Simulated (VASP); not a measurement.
# RbBr (Fm-3m) in VASP: further runs

RbBr is run at these levels: r2SCAN, PBE; tasks: relaxation of cell and atoms, single point.

All numbers are computed with VASP 6.6.1; they aren't measurements. Logs are shortened: lines on timing, memory, paths and dates and some standing lists are left out, and cuts for length are marked.

### Step 1. The cell of the first run

It takes space group Fm-3m (No. 225, cubic). The conventional cell has a = 7.013 Å, b = 7.013 Å, c = 7.013 Å, α = 90.00°, β = 90.00°, γ = 90.00°. Within 4.6 Å of Rb (site symmetry m-3m) lie 6 Br at 3.51 Å. Within 4.6 Å of Br (site symmetry m-3m) lie 6 Rb at 3.51 Å.

### Step 2. Relaxation of cell and atoms, r2SCAN

Input file POSCAR:

```
RbBr
1.0
    0.0000000000      3.5064331675      3.5064331675
    3.5064331675      0.0000000000      3.5064331675
    3.5064331675      3.5064331675      0.0000000000
Rb Br
1 1
Direct
    0.0000000000      0.0000000000      0.0000000000
    0.5000000000      0.5000000000      0.5000000000
```

Input file INCAR.step1:

```
ALGO = Normal
EDIFF = 1E-4
ENCUT = 600
GGA = PE
ISMEAR = -1
LASPH = T
LCHARG = F
LREAL = F
LWAVE = T
NELM = 80
PREC = Accurate
SIGMA = 0.02
```

Input file INCAR.step2:

```
ALGO = Normal
EDIFF = 1E-7
EDIFFG = -0.005
ENCUT = 600
IBRION = 2
ISIF = 3
ISMEAR = -1
ISTART = 1
LASPH = T
LCHARG = F
LMIXTAU = T
LREAL = F
LWAVE = F
METAGGA = R2SCAN
NELM = 80
NSW = 80
PREC = Accurate
SIGMA = 0.02
```

Input file KPOINTS:

```
k-points
0
Gamma
  6 6 6
```

Potentials or basis: VASP PAW PBE potentials, release 64 (Rb_sv, Br).

Started as:

```
> cat potpaw_PBE.64/Rb_sv/POTCAR potpaw_PBE.64/Br/POTCAR > POTCAR
> cp INCAR.step1 INCAR
> mpirun -np 1 vasp_std > vasp.out
> cp INCAR.step2 INCAR
> mpirun -np 1 vasp_std > vasp.out
```

OUTCAR:

```text
EDIFF = 1E-7
   EDIFFG = -0.005
   ENCUT = 600
   IBRION = 2
   ISIF = 3
   ISMEAR = -1
   ISTART = 1
   LASPH = T
   LREAL = F
   METAGGA = R2SCAN
   NELM = 80
   NSW = 80
   PREC = Accurate

 ion  position               nearest neighbor table
   1  0.000  0.000  0.000-   2 3.51   2 3.51   2 3.51   2 3.51   2 3.51   2 3.51
   2  0.500  0.500  0.500-   1 3.51   1 3.51   1 3.51   1 3.51   1 3.51   1 3.51

  LATTYP: Found a face centered cubic cell.
 ALAT       =     7.0128663350

  Lattice vectors:

 A1 = (   0.0000000000,   3.5064331675,   3.5064331675)
 A2 = (   3.5064331675,   0.0000000000,   3.5064331675)
 A3 = (   3.5064331675,   3.5064331675,   0.0000000000)

Analysis of symmetry for initial positions (statically):
=====================================================================
 Subroutine PRICEL returns:
 Original cell was already a primitive cell.

 Routine SETGRP: Setting up the symmetry group for a
 face centered cubic supercell.

 Subroutine GETGRP returns: Found 48 space group operations
 (whereof 48 operations were pure point group operations)
 out of a pool of 48 trial point group operations.

The static configuration has the point symmetry O_h .

Analysis of symmetry for dynamics (positions and initial velocities):
=====================================================================
 Subroutine PRICEL returns:
 Original cell was already a primitive cell.

 Routine SETGRP: Setting up the symmetry group for a
 face centered cubic supercell.

 Subroutine GETGRP returns: Found 48 space group operations
 (whereof 48 operations were pure point group operations)
 out of a pool of 48 trial point group operations.

The dynamic configuration has the point symmetry O_h .

 Subroutine INISYM returns: Found 48 space group operations
 (whereof 48 operations are pure point group operations),
 and found     1 'primitive' translations

----------------------------------------------------------------------------------------

                                     Primitive cell

  volume of cell :      86.2237

  direct lattice vectors                    reciprocal lattice vectors
     0.000000000  3.506433168  3.506433168    -0.142595046  0.142595046  0.142595046
     3.506433168  0.000000000  3.506433168     0.142595046 -0.142595046  0.142595046
     3.506433168  3.506433168  0.000000000     0.142595046  0.142595046 -0.142595046

  length of vectors
     4.958845341  4.958845341  4.958845341     0.246981865  0.246981865  0.246981865

  position of ions in fractional coordinates (direct lattice)
     0.000000000  0.000000000  0.000000000
     0.500000000  0.500000000  0.500000000

  ion indices of the primitive-cell ions
   primitive index   ion index
                 1           1
                 2           2

----------------------------------------------------------------------------------------

 KPOINTS: k-points

Automatic generation of k-mesh.
 Grid dimensions read from file:
 generate k-points for:    6    6    6

 Generating k-lattice:

  Cartesian coordinates                     Fractional coordinates (reciprocal lattice)
    -0.023765841  0.023765841  0.023765841     0.166666667  0.000000000  0.000000000
     0.023765841 -0.023765841  0.023765841     0.000000000  0.166666667  0.000000000
     0.023765841  0.023765841 -0.023765841     0.000000000  0.000000000  0.166666667

  Length of vectors
     0.041163644  0.041163644  0.041163644

  Shift w.r.t. Gamma in fractional coordinates (k-lattice)
     0.000000000  0.000000000  0.000000000

 Subroutine IBZKPT returns following result:
 ===========================================

 Found     16 irreducible k-points:

 Following reciprocal coordinates:
            Coordinates               Weight
  0.000000  0.000000  0.000000      1.000000
  0.166667  0.000000  0.000000      8.000000
  0.333333  0.000000  0.000000      8.000000
  0.500000  0.000000  0.000000      4.000000
  0.166667  0.166667  0.000000      6.000000
  0.333333  0.166667  0.000000     24.000000
[... 8 lines left out ...]
 -0.333333  0.333333  0.166667     24.000000
 -0.333333  0.500000  0.166667     12.000000
   k-points           NKPTS =     16   k-points in BZ     NKDIM =     16   number of bands    NBANDS=     12
   number of dos      NEDOS =    301   number of ions     NIONS =      2
   total plane-waves  NPLWV =  64000
   dimension x,y,z NGX =    40 NGY =   40 NGZ =   40
   dimension x,y,z NGXF=    80 NGYF=   80 NGZF=   80
   ions per type =               1   1
   NGX,Y,Z   is equivalent  to a cutoff of  13.41, 13.41, 13.41 a.u.
   NGXF,Y,Z  is equivalent  to a cutoff of  26.82, 26.82, 26.82 a.u.
 SYSTEM =  unknown system
   PREC   = accura    normal or accurate (medium, high low for compatibility)
   ISTART =      1    job   : 0-new  1-cont  2-samecut
   ICHARG =      0    charge: 1-file 2-atom 10-const
   ISPIN  =      1    spin polarized calculation?
   LNONCOLLINEAR =      F non collinear calculations
   LSORBIT =      F    spin-orbit coupling
   LASPH  =      T    aspherical Exc in radial PAW
   ENCUT  =  600.0 eV  44.10 Ry    6.64 a.u.   9.90  9.90  9.90*2*pi/ulx,y,z
   NELM   =     80;   NELMIN=  2; NELMDL=  0     # of ELM steps
   EDIFF  = 0.1E-06   stopping-criterion for ELM
   LREAL  =      F    real-space projection
   EDIFFG = -.5E-02   stopping-criterion for IOM
   NSW    =     80    number of steps for IOM
   IBRION =      2    ionic relax: 0-MD 1-quasi-New 2-CG
   NFREE  =      1    steps in history (QN), initial steepest desc. (CG)
   ISIF   =      3    stress and relaxation
   ISYM   =      2    0-nonsym 1-usesym 2-fastsym
   POTIM  = 0.5000    time-step for ionic-motion
   TEBEG  =    0.0;   TEEND  =   0.0 temperature during run
   PSTRESS=    0.0 pullay stress
   NELECT =      16.0000    total number of electrons
   NUPDOWN=      -1.0000    fix difference up-down
   EMIN   =  10.00;   EMAX   =-10.00  energy-range for DOS
   EFERMI =   0.00;   METHOD = LEGACY
   ISMEAR =    -1;   SIGMA  =   0.02  broadening in eV -4-tet -1-fermi 0-gaus
   EFERMI_NEDOS =   21; number of points for ismear=-14 and -15
   IALGO  =     38    algorithm
   IMIX   =      4    mixing-type and parameters
     AMIX     =   0.40;   BMIX     =  1.00
     AMIX_MAG =   1.60;   BMIX_MAG =  1.00
  volume/ion in A,a.u.               =      43.11       290.93
  Fermi-wavevector in a.u.,A,eV,Ry     =   0.933769  1.764567 11.863243  0.871924
  Thomas-Fermi vector in A             =   2.060504
   LORBIT       =      0    0 simple, 1 ext, 2 COOP (PROOUT), +10 PAW based schemes
   METAGGA = R2SCAN    functional components
   LHFCALC =     F    Hartree Fock is set to
   AEXX    =    0.0000 exact exchange contribution
   IVDW    =     0    specifies the selected vdW correction
   LEPSILON=     F    determine dielectric tensor
   LRPA    =     F    only Hartree local field effects (RPA)
 conjugate gradient relaxation of ions
 non-spin polarized calculation
  energy-cutoff  :      600.00
  volume of cell :       86.22
 maximum number of plane-waves:      2899
   NGX = 19   NGY = 19   NGZ = 19

--------------------------------------- Ionic step        1  -------------------------------------------

 number of electron      15.9999999 magnetization

 Free energy of the ion-electron system (eV)
  ---------------------------------------------------
  ext. energy  EPLUGINS =         0.00000000
  ---------------------------------------------------
  free energy    TOTEN  =       -31.15160166 eV

  energy without entropy =      -31.15160166  energy(sigma->0) =      -31.15160166

------------------------ aborting loop because EDIFF is reached ----------------------------------------

  FORCE on cell =-STRESS in cart. coord.  units (eV):
  Direction    XX          YY          ZZ          XY          YZ          ZX
  --------------------------------------------------------------------------------------
  -------------------------------------------------------------------------------------
  Total       -0.2505867     -0.2505867     -0.2505867      0.0000000     -0.0000000      0.0000000
  in kB       -4.6563097     -4.6563097     -4.6563097      0.0000000     -0.0000000      0.0000000
  external PRESSURE =      -4.6563097 kB  Pullay stress =       0.0000000 kB

 VOLUME and BASIS-vectors are now :
 -----------------------------------------------------------------------------
  energy-cutoff  :      600.00
  volume of cell :       86.22
      direct lattice vectors                 reciprocal lattice vectors
     0.000000000  3.506433168  3.506433168    -0.142595046  0.142595046  0.142595046
     3.506433168  0.000000000  3.506433168     0.142595046 -0.142595046  0.142595046
     3.506433168  3.506433168  0.000000000     0.142595046  0.142595046 -0.142595046
[... 73 lines left out ...]
 POSITION                                       TOTAL-FORCE (eV/Angst)
 -----------------------------------------------------------------------------------
      0.00000      0.00000      0.00000        -0.000000     -0.000000     -0.000000
      3.46617      3.46617      3.46617         0.000000      0.000000      0.000000
 -----------------------------------------------------------------------------------
    total drift:                                0.000000     -0.000000     -0.000000

  FREE ENERGIE OF THE ION-ELECTRON SYSTEM (eV)
  ---------------------------------------------------
  free  energy   TOTEN  =       -31.1562795923 eV

  energy  without entropy=      -31.1562795923  energy(sigma->0) =      -31.15627959

--------------------------------------- Ionic step        4  -------------------------------------------

 number of electron      15.9999999 magnetization

 Free energy of the ion-electron system (eV)
  ---------------------------------------------------
  ext. energy  EPLUGINS =         0.00000000
  ---------------------------------------------------
  free energy    TOTEN  =       -31.15629394 eV

  energy without entropy =      -31.15629394  energy(sigma->0) =      -31.15629394

 E-fermi :  -1.8562     XC(G=0):  -7.4938

 val. band max:       -2.2763514808   @ k =   0.0000   0.0000   0.0000
 cond. band min:       2.6096879679   @ k =   0.0000   0.0000   0.0000
 fundamental gap:      4.8860394488
 Fermi energy:        -1.8561517705

 k-point     1 :       0.0000    0.0000    0.0000
  band No.  band energies     occupation
      1     -27.5004      2.00000
      2     -14.8579      2.00000
      3     -11.0272      2.00000
      4     -11.0272      2.00000
      5     -11.0272      2.00000
      6      -2.2764      2.00000
      7      -2.2764      2.00000
      8      -2.2764      2.00000
      9       2.6097      0.00000
     10       5.5973      0.00000
     11       5.5973      0.00000
     12       5.5973      0.00000

 k-point     2 :       0.1667    0.0000    0.0000
  band No.  band energies     occupation
      1     -27.4984      2.00000
      2     -14.8667      2.00000
      3     -11.0287      2.00000
      4     -11.0287      2.00000
      5     -11.0160      2.00000
      6      -2.5511      2.00000
      7      -2.3611      2.00000
      8      -2.3611      2.00000
      9       3.2211      0.00000
     10       5.4049      0.00000
     11       5.9286      0.00000
     12       5.9286      0.00000
[... 230 lines left out ...]
 POSITION                                       TOTAL-FORCE (eV/Angst)
 -----------------------------------------------------------------------------------
      3.46390      3.46390      0.00000        -0.000000     -0.000000      0.000000
      3.46390      3.46390      3.46390         0.000000      0.000000      0.000000
 -----------------------------------------------------------------------------------
    total drift:                                0.000000     -0.000000     -0.000000

  FREE ENERGIE OF THE ION-ELECTRON SYSTEM (eV)
  ---------------------------------------------------
  free  energy   TOTEN  =       -31.1562939439 eV

  energy  without entropy=      -31.1562939439  energy(sigma->0) =      -31.15629394

 reached required accuracy - stopping structural energy minimisation
```

Wall time 7.1 min (1 thread of Oxide Virtual Turin-like, shared host); peak memory 0.24 GiB.

Results:

```
Free energy                           : -31.1563 eV
Relaxed volume                        : 41.56 Å³/atom
Relaxed cell                          : a = 4.899 Å, b = 4.899 Å, c = 4.899 Å, α = 60.00°, β = 60.00°, γ = 60.00°
Space group after relaxing (to 0.1 Å) : Fm-3m (No. 225)
Energy gained by relaxing             : 2.3 meV/atom
Ionic steps                           : 4
Pressure after relaxing               : 0.0 GPa
Band gap on the k mesh                : 4.89 eV
```

Step by step:
```tsv
step	energy change (eV)	largest force (eV/Å)	pressure (GPa)	volume (Å³)
1	0.0000	0.0000	-0.47	86.22
2	-0.0035	0.0000	-0.24	84.67
3	-0.0047	0.0000	-0.03	83.29
4	-0.0047	0.0000	0.00	83.12
```

Final structure:
```
Rb Br
1.0
     0.00000    3.46390    3.46390
     3.46390    0.00000    3.46390
     3.46390    3.46390    0.00000
Rb Br
1 1
Cartesian
  3.4639 3.4639 0.0000
  3.4639 3.4639 3.4639
```

Caveat: the PAW data sets were made with another functional, which shifts forces and pressure a little.

### Step 3. Single point, PBE, non-collinear spin, zero start, spin-orbit coupling

This run uses another cell than the first one, of 41.46 Å³/atom.

Input file INCAR:

```
PREC     = Accurate       # precision mode
ENCUT    = 520            # plane-wave cutoff, eV
EDIFF    = 1E-6           # SCF threshold, eV
ISMEAR   = 0              # smearing method
SIGMA    = 0.01           # smearing width, eV
LREAL    = False          # projectors in reciprocal space
LASPH    = True           # aspherical terms in the spheres
NELM     = 150            # most SCF steps
ALGO     = Normal         # electronic algorithm
ISIF     = 2              # what is computed and relaxed
LWAVE    = False          # write WAVECAR
LCHARG   = False          # write CHGCAR
MAGMOM   = 0 0 0 0 0 0    # initial moments
LORBIT   = 11             # projections on sites
LSORBIT  = True           # spin-orbit coupling
GGA_COMPAT= False        
LORBMOM  = True         
GGA      = PE             # functional
NBANDS   = 28             # bands
```

Input file KPOINTS:

```
Automatic mesh
0
Gamma
  6 6 6
```

Input file POSCAR:

```
RbBr
1.0
    0.0000000000      3.4610545825      3.4610545825
    3.4610545825      0.0000000000      3.4610545825
    3.4610545825      3.4610545825      0.0000000000
Rb Br
1 1
Direct
    0.0000000000      0.0000000000      0.0000000000
    0.5000000000      0.5000000000      0.5000000000
```

Potentials or basis: VASP PAW PBE potentials, release 64 (Rb_sv, Br).

Started as:

```
> cat potpaw_PBE.64/Rb_sv/POTCAR potpaw_PBE.64/Br/POTCAR > POTCAR
> mpirun -np 1 vasp_ncl > vasp.out
```

Wall time 2.5 min (1 thread of Oxide Virtual Turin-like, shared host); peak memory 0.36 GiB.

It converged, with:

```
Free energy                                           : -6.1615 eV
Pressure                                              : 0.6 GPa
Net moment                                            : 0.00 μB per cell
Valence electrons inside the program's atomic spheres : Rb 7.31; Br 4.90
```

Moments on the atoms (μB; x, y, z):
```
Rb  0.00 0.00 0.00
Br  0.00 0.00 0.00
```
